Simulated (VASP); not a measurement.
# AlH4 (P4/mmm) in VASP: a series of runs, part 2 of 3

VASP 6.6.1. Earlier steps stand in the parts before.

**3. Single point, PBE**

This run uses another cell than the first one, of 11.35 Å³/atom.

The input, INCAR:

```
ALGO = Normal
EDIFF = 1E-6
ENCUT = 520
GGA = PE
ISIF = 2
ISMEAR = 0
LASPH = True
LCHARG = False
LREAL = False
LWAVE = False
NBANDS = 12
NELM = 60
PREC = Accurate
SIGMA = 0.1
```

The input, KPOINTS:

```
k-points
0
Gamma
  6 6 4
```

The input, POSCAR:

```
AlH4
1.0
    3.0518940500      0.0000000000      0.0000000000
    0.0000000000      3.0518940500      0.0000000000
    0.0000000000      0.0000000000      6.0921482000
Al H
1 4
Direct
    0.5000000000      0.5000000000      0.0000000000
    0.6609797700      0.6609797700      0.5000000000
    0.3390202300      0.3390202300      0.5000000000
    0.3390202300      0.6609797700      0.5000000000
    0.6609797700      0.3390202300      0.5000000000
```

Potentials or basis: VASP PAW PBE potentials, release 64 (Al, H).

Started as:

```
> cat potpaw_PBE.64/Al/POTCAR potpaw_PBE.64/H/POTCAR > POTCAR
> mpirun -np 1 vasp_std > vasp.out
```

OUTCAR:

```text
EDIFF = 1E-6
   ENCUT = 520
   GGA = PE
   ISIF = 2
   ISMEAR = 0
   LASPH = True
   LREAL = False
   NELM = 60
   PREC = Accurate

 ion  position               nearest neighbor table
   1  0.500  0.500  0.000-
   2  0.661  0.661  0.500-
   3  0.339  0.339  0.500-
   4  0.339  0.661  0.500-
   5  0.661  0.339  0.500-

  LATTYP: Found a simple tetragonal cell.
 ALAT       =     3.0518940500
 C/A-ratio  =     1.9961860078

  Lattice vectors:

 A1 = (   3.0518940500,   0.0000000000,   0.0000000000)
 A2 = (   0.0000000000,   3.0518940500,   0.0000000000)
 A3 = (   0.0000000000,   0.0000000000,   6.0921482000)

Analysis of symmetry for initial positions (statically):
=====================================================================
 Subroutine PRICEL returns:
 Original cell was already a primitive cell.

 Routine SETGRP: Setting up the symmetry group for a
 simple tetragonal supercell.

 Subroutine GETGRP returns: Found 16 space group operations
 (whereof 16 operations were pure point group operations)
 out of a pool of 16 trial point group operations.

The static configuration has the point symmetry D_4h.

Analysis of symmetry for dynamics (positions and initial velocities):
=====================================================================
 Subroutine PRICEL returns:
 Original cell was already a primitive cell.

 Routine SETGRP: Setting up the symmetry group for a
 simple tetragonal supercell.

 Subroutine GETGRP returns: Found 16 space group operations
 (whereof 16 operations were pure point group operations)
 out of a pool of 16 trial point group operations.

The dynamic configuration has the point symmetry D_4h.

 Subroutine INISYM returns: Found 16 space group operations
 (whereof 16 operations are pure point group operations),
 and found     1 'primitive' translations

----------------------------------------------------------------------------------------

                                     Primitive cell

  volume of cell :      56.7426

  direct lattice vectors                    reciprocal lattice vectors
     3.051894050  0.000000000  0.000000000     0.327665372  0.000000000  0.000000000
     0.000000000  3.051894050  0.000000000     0.000000000  0.327665372  0.000000000
     0.000000000  0.000000000  6.092148200     0.000000000  0.000000000  0.164145711

  length of vectors
     3.051894050  3.051894050  6.092148200     0.327665372  0.327665372  0.164145711

  position of ions in fractional coordinates (direct lattice)
     0.500000000  0.500000000  0.000000000
     0.660979770  0.660979770  0.500000000
     0.339020230  0.339020230  0.500000000
     0.339020230  0.660979770  0.500000000
     0.660979770  0.339020230  0.500000000

  ion indices of the primitive-cell ions
   primitive index   ion index
                 1           1
                 2           2
                 3           3
                 4           4
                 5           5

----------------------------------------------------------------------------------------

 KPOINTS: k-points

Automatic generation of k-mesh.
 Grid dimensions read from file:
 generate k-points for:    6    6    4

 Generating k-lattice:

  Cartesian coordinates                     Fractional coordinates (reciprocal lattice)
     0.054610895  0.000000000  0.000000000     0.166666667  0.000000000  0.000000000
     0.000000000  0.054610895  0.000000000     0.000000000  0.166666667  0.000000000
     0.000000000  0.000000000  0.041036428     0.000000000  0.000000000  0.250000000

  Length of vectors
     0.054610895  0.054610895  0.041036428

  Shift w.r.t. Gamma in fractional coordinates (k-lattice)
     0.000000000  0.000000000  0.000000000

 Subroutine IBZKPT returns following result:
 ===========================================

 Found     30 irreducible k-points:

 Following reciprocal coordinates:
            Coordinates               Weight
  0.000000  0.000000  0.000000      1.000000
  0.166667  0.000000  0.000000      4.000000
  0.333333  0.000000  0.000000      4.000000
  0.500000  0.000000  0.000000      2.000000
  0.166667  0.166667  0.000000      4.000000
  0.333333  0.166667  0.000000      8.000000
[... 16 lines left out ...]
  0.333333  0.000000  0.500000      4.000000
  0.500000  0.000000  0.500000      2.000000
 [... further k-points ...]
   k-points           NKPTS =     30   k-points in BZ     NKDIM =     30   number of bands    NBANDS=     12
   number of dos      NEDOS =    301   number of ions     NIONS =      5
   total plane-waves  NPLWV =  27648
   dimension x,y,z NGX =    24 NGY =   24 NGZ =   48
   dimension x,y,z NGXF=    48 NGYF=   48 NGZF=   96
   ions per type =               1   4
   NGX,Y,Z   is equivalent  to a cutoff of  13.07, 13.07, 13.10 a.u.
   NGXF,Y,Z  is equivalent  to a cutoff of  26.15, 26.15, 26.20 a.u.
 SYSTEM =  unknown system
   PREC   = accura    normal or accurate (medium, high low for compatibility)
   ISTART =      0    job   : 0-new  1-cont  2-samecut
   ICHARG =      2    charge: 1-file 2-atom 10-const
   ISPIN  =      1    spin polarized calculation?
   LNONCOLLINEAR =      F non collinear calculations
   LSORBIT =      F    spin-orbit coupling
   LASPH  =      T    aspherical Exc in radial PAW
   ENCUT  =  520.0 eV  38.22 Ry    6.18 a.u.   5.67  5.67 11.33*2*pi/ulx,y,z
   NELM   =     60;   NELMIN=  2; NELMDL= -5     # of ELM steps
   EDIFF  = 0.1E-05   stopping-criterion for ELM
   LREAL  =      F    real-space projection
[... 7 lines left out ...]
   TEBEG  =    0.0;   TEEND  =   0.0 temperature during run
   PSTRESS=    0.0 pullay stress
   NELECT =       7.0000    total number of electrons
   NUPDOWN=      -1.0000    fix difference up-down
   EMIN   =  10.00;   EMAX   =-10.00  energy-range for DOS
   EFERMI =   0.00;   METHOD = LEGACY
   ISMEAR =     0;   SIGMA  =   0.10  broadening in eV -4-tet -1-fermi 0-gaus
   EFERMI_NEDOS =   21; number of points for ismear=-14 and -15
   IALGO  =     38    algorithm
   IMIX   =      4    mixing-type and parameters
     AMIX     =   0.40;   BMIX     =  1.00
     AMIX_MAG =   1.60;   BMIX_MAG =  1.00
  volume/ion in A,a.u.               =      11.35        76.58
  Fermi-wavevector in a.u.,A,eV,Ry     =   0.814963  1.540056  9.036502  0.664164
  Thomas-Fermi vector in A             =   1.924965
   LORBIT       =      0    0 simple, 1 ext, 2 COOP (PROOUT), +10 PAW based schemes
   GGA     = PE    functional components
   LHFCALC =     F    Hartree Fock is set to
   AEXX    =    0.0000 exact exchange contribution
   IVDW    =     0    specifies the selected vdW correction
   LEPSILON=     F    determine dielectric tensor
   LRPA    =     F    only Hartree local field effects (RPA)
 non-spin polarized calculation
 Gauss-broadening in eV      SIGMA  =   0.10
  energy-cutoff  :      520.00
  volume of cell :       56.74
 maximum number of plane-waves:      1552
 NGX is ok and might be reduce to    24
   NGX = 11   NGY = 11   NGZ = 23

 number of electron       7.0000001 magnetization

 Free energy of the ion-electron system (eV)
  ---------------------------------------------------
  ext. energy  EPLUGINS =         0.00000000
  ---------------------------------------------------
  free energy    TOTEN  =       -11.18519967 eV

  energy without entropy =      -11.18405295  energy(sigma->0) =      -11.18462631

 E-fermi :   1.0424     XC(G=0):  -7.8079

 val. band max:        0.9205309661   @ k =   0.0000   0.0000   0.5000
 cond. band min:       1.0877841175   @ k =   0.5000   0.5000   0.5000
 fundamental gap:      0.1672531514
 Fermi energy:         1.0423842077

 k-point     1 :       0.0000    0.0000    0.0000
  band No.  band energies     occupation
      1     -11.6600      2.00000
      2      -5.5138      2.00000
      3      -0.3268      2.00000
      4       3.4878      0.00000
      5       3.4878      0.00000
      6       7.2613      0.00000
      7       8.6909      0.00000
      8       8.7481      0.00000
      9       8.7481      0.00000
     10       9.6801      0.00000
     11      10.3601      0.00000
     12      13.0802      0.00000
[... 331 lines left out ...]
 k-point    24 :       0.5000    0.0000    0.5000
  band No.  band energies     occupation
      1     -10.4516      2.00000
      2      -2.5775      2.00000
      3      -2.2584      2.00000
      4      -1.0677      2.00000
      5       3.5649      0.00000
      6       4.6267      0.00000
      7       6.7507      0.00000
      8       7.5713      0.00000
      9       9.6772      0.00000
     10      10.8332      0.00000
     11      13.1214      0.00000
     12      13.1231      0.00000

 [... further k-points ...]
[... 5 lines left out ...]
  --------------------------------------------------------------------------------------
  -------------------------------------------------------------------------------------
  Total       -0.9226759     -0.9226759     -0.4419741      0.0000000      0.0000000      0.0000000
  in kB      -26.0525601    -26.0525601    -12.4795234      0.0000000      0.0000000      0.0000000
  external PRESSURE =     -21.5282146 kB  Pullay stress =       0.0000000 kB

 VOLUME and BASIS-vectors are now :
 -----------------------------------------------------------------------------
  energy-cutoff  :      520.00
  volume of cell :       56.74
      direct lattice vectors                 reciprocal lattice vectors
     3.051894050  0.000000000  0.000000000     0.327665372  0.000000000  0.000000000
     0.000000000  3.051894050  0.000000000     0.000000000  0.327665372  0.000000000
     0.000000000  0.000000000  6.092148200     0.000000000  0.000000000  0.164145711

 POSITION                                       TOTAL-FORCE (eV/Angst)
 -----------------------------------------------------------------------------------
      1.52595      1.52595      0.00000         0.000000      0.000000      0.000000
      2.01724      2.01724      3.04607         1.959745      1.959745      0.000000
      1.03465      1.03465      3.04607        -1.959745     -1.959745     -0.000000
      1.03465      2.01724      3.04607        -1.959745      1.959745     -0.000000
      2.01724      1.03465      3.04607         1.959745     -1.959745      0.000000
 -----------------------------------------------------------------------------------
    total drift:                               -0.000000     -0.000000      0.000000

  FREE ENERGIE OF THE ION-ELECTRON SYSTEM (eV)
  ---------------------------------------------------
  free  energy   TOTEN  =       -11.1851996722 eV

  energy  without entropy=      -11.1840529480  energy(sigma->0) =      -11.18462631
```

OSZICAR:

```text
N       E                     dE             d eps       ncg     rms          rms(c)
DAV:   1     0.880461102390E+00    0.88046E+00   -0.24099E+03   720   0.406E+02
DAV:   2    -0.111919274352E+02   -0.12072E+02   -0.11110E+02   964   0.649E+01
DAV:   3    -0.117851845179E+02   -0.59326E+00   -0.58738E+00   872   0.122E+01
DAV:   4    -0.117891600435E+02   -0.39755E-02   -0.39751E-02   840   0.116E+00
DAV:   5    -0.117892403211E+02   -0.80278E-04   -0.80277E-04   884   0.168E-01    0.398E+00
DAV:   6    -0.112102798264E+02    0.57896E+00   -0.27274E+00   832   0.330E+00    0.131E+00
DAV:   7    -0.111924486473E+02    0.17831E-01   -0.46488E-02   764   0.999E-01    0.756E-01
DAV:   8    -0.111847676844E+02    0.76810E-02   -0.25521E-02   808   0.638E-01    0.801E-02
DAV:   9    -0.111851763000E+02   -0.40862E-03   -0.18221E-03   832   0.211E-01    0.402E-02
DAV:  10    -0.111852001272E+02   -0.23827E-04   -0.16949E-04   780   0.597E-02    0.763E-03
DAV:  11    -0.111851987222E+02    0.14051E-05   -0.11283E-05   852   0.132E-02    0.320E-03
DAV:  12    -0.111851997910E+02   -0.10688E-05   -0.16659E-06   788   0.631E-03    0.125E-03
DAV:  13    -0.111851996722E+02    0.11878E-06   -0.47249E-07   468   0.183E-03
   1 F= -.11185200E+02 E0= -.11184626E+02  d E =-.114672E-02
```

stdout:

```text
POSCAR found type information on POSCAR AlH
 POSCAR found :  2 types and       5 ions
 scaLAPACK will be used
 LDA part: xc-table for (Slater+PW92), standard interpolation
 POSCAR, INCAR and KPOINTS ok, starting setup
 FFT: planning ... GRIDC
 FFT: planning ... GRID_SOFT
 FFT: planning ... GRID
 WAVECAR not read
 entering main loop
```

Wall time 7.5 s (1 thread of Intel Xeon Platinum 8559C (Emerald Rapids), shared host); peak memory 0.16 GiB.

What came out:

```
Free energy            : -11.1852 eV
Pressure               : -2.2 GPa
Largest force          : 2.771 eV/Å
Band gap on the k mesh : zero (an odd number of electrons rules out a gap without spin polarisation)
```

Forces in eV/Å, atoms in the order of the input:
```
Al   0.000  0.000  0.000
H    1.960  1.960  0.000
H   -1.960 -1.960  0.000
H   -1.960  1.960  0.000
H    1.960 -1.960  0.000
```

Caveat: forces of over 1 eV/Å act on the atoms, so gaps and moduli don't describe the material at rest.

**4. Relaxation of cell and atoms, PBE**

This run uses another cell than the first one, of 11.35 Å³/atom.

The input, INCAR:

```
SYSTEM = AlH4
PREC = Accurate ; ENCUT = 600
EDIFF = 1E-7 ; ISMEAR = 0
SIGMA = 0.1 ; LREAL = .FALSE.
LASPH = .TRUE. ; NELM = 100
ALGO = Normal ; ISIF = 3
LWAVE = .FALSE. ; LCHARG = .FALSE.
GGA = PE ; IBRION = 2
NSW = 90 ; EDIFFG = -0.04
```

The input, KPOINTS:

```
regular mesh
0
G
  6 6 4
  0 0 0
```

POSCAR is that of step 3.

Started as:

```
> cat potpaw_PBE.64/Al/POTCAR potpaw_PBE.64/H/POTCAR > POTCAR
> mpirun -np 1 vasp_std > vasp.out
```

It took 1.8 min on 1 thread of Intel Xeon Platinum 8559C (Emerald Rapids), shared host; peak memory 0.18 GiB.

Results (log left out):

- Free energy: -12.9090 eV
- Relaxed volume: 8.58 Å³/atom
- Relaxed cell: a = 2.571 Å, b = 2.571 Å, c = 6.492 Å, α = 90.00°, β = 90.00°, γ = 90.00°
- Space group after relaxing (to 0.1 Å): P4/mmm (No. 123)
- Energy gained by relaxing: 344.5 meV/atom
- Ionic steps: 21
- Pressure after relaxing: 0.2 GPa
- Largest force after relaxing: 0.012 eV/Å
- Band gap on the k mesh: zero (an odd number of electrons rules out a gap without spin polarisation)

Forces in eV/Å, atoms in the order of the input:
```
Al   0.000  0.000  0.000
H    0.009  0.009  0.000
H   -0.009 -0.009  0.000
H   -0.009  0.009  0.000
H    0.009 -0.009  0.000
```

Stress tensor (GPa, compression positive):
```
0.25 0.00 0.00
0.00 0.25 0.00
0.00 0.00 0.15
```

Step by step:
```
step  energy change (eV)  largest force (eV/Å)  pressure (GPa)  volume (Å³)
   1              0.0000                2.7675           -2.08        56.74
   2             -0.7966                0.4063           -7.67        55.54
   3             -0.8447                0.1052           -8.55        55.26
   4             -0.8511                0.3193           -9.83        54.71
   5             -1.3123                0.0513           -8.07        48.39
   6             -1.0794                0.0275           23.55        31.98
   7             -1.6058                0.1281           -2.80        42.54
   8             -1.6536                0.2325            1.23        39.52
   9             -1.6535                0.2445            1.67        39.25
  10             -1.6745                0.1955            1.74        39.05
  11             -1.6636                0.2249            4.73        38.45
  12             -1.6901                0.1150            2.45        38.85
  13             -1.6915                0.0276            2.99        38.73
  14             -1.7084                0.0523            0.82        40.27
  15             -1.7088                0.0662            0.40        40.60
  16             -1.7124                0.0420            0.23        40.94
  17             -1.7181                0.0354           -0.17        41.97
  18             -1.7183                0.0557           -0.26        42.23
  19             -1.7208                0.0489            0.20        42.38
  20             -1.7212                0.0452            0.47        42.47
  21             -1.7226                0.0124            0.22        42.92
```

Final structure:
```
Al H
1.0
     2.57112    0.00000    0.00000
     0.00000    2.57112    0.00000
     0.00000    0.00000    6.49186
Al H
1 4
Direct
  0.50000 0.50000 0.00000
  0.75105 0.75105 0.50000
  0.24895 0.24895 0.50000
  0.24895 0.75105 0.50000
  0.75105 0.24895 0.50000
```

Levels at points of the mesh, in eV from the Fermi level:
| k point | band 1 | band 2 | band 3 | band 4 | band 5 | band 6 | band 7 |
| --- | --- | --- | --- | --- | --- | --- | --- |
| (0.00, 0.00, 0.00) | -14.60 | -8.41 | -2.89 | 3.63 | 3.63 | 5.24 | 5.28 |
| (0.50, 0.00, 0.00) | -9.14 | -9.08 | -3.08 | -2.92 | 1.96 | 3.22 | 8.95 |
| (0.50, 0.50, 0.00) | -3.71 | -3.64 | -3.64 | -3.57 | 1.12 | 1.12 | 3.33 |
| (0.00, 0.00, 0.50) | -14.59 | -8.56 | -1.73 | 1.14 | 3.63 | 3.63 | 9.63 |
| (0.50, 0.00, 0.50) | -9.13 | -9.07 | -3.19 | -3.09 | 2.90 | 4.40 | 6.63 |
| (0.50, 0.50, 0.50) | -3.70 | -3.63 | -3.63 | -3.56 | 1.03 | 1.03 | 3.71 |

Caveat: the volume moved by over 15 % at a fixed basis, so the end points are rough.

(Continued in part 3 of 3.)

The gap in the log of VASP goes by the Fermi energy; the results here count the filled bands.